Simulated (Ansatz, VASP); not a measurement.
**Two plane-wave programs on Rh**

```
CELL_PARAMETERS angstrom
0.00000 1.93007 1.87303
1.93007 0.00000 1.87303
1.93007 1.93007 0.00000
ATOMIC_POSITIONS crystal
Rh 0.00000 0.00000 0.00000
```

Change from the starting cell: strain +0.015 along x and y, -0.015 along z, atoms carried along.

Alike in both runs: task single point; functional PBEsol; k mesh 22 × 22 × 22; occupations gaussian, width 0.15 eV; no spin polarisation.

|  | VASP | Ansatz |
| --- | --- | --- |
| version | VASP 6.6.1 | Ansatz 0.2.0 |
| potentials or method | VASP PAW PBE potentials, release 64 (Rh_pv), cutoff 520 eV | scalar-relativistic, plane waves, PAW |
| valence electrons in the cell | 15 | 17 |

Ansatz gave:

- gap on the k mesh at the Fermi level (eV): none
- pressure (GPa): -8.7
- traceless stress, the component that is largest in VASP (GPa): 4.61

What did VASP give for the same quantities?

gap on the k mesh at the Fermi level (eV): none; pressure (GPa): -8.9; traceless stress, the component that is largest in VASP (GPa): 4.60.

VASP's potentials were made for PBE, not for PBEsol. A gap of «none» marks a metal or a gap that the smearing closes. VASP's potentials hold 15 valence electrons a cell and Ansatz's 17, so a difference there can come from the potentials and not from the codes.
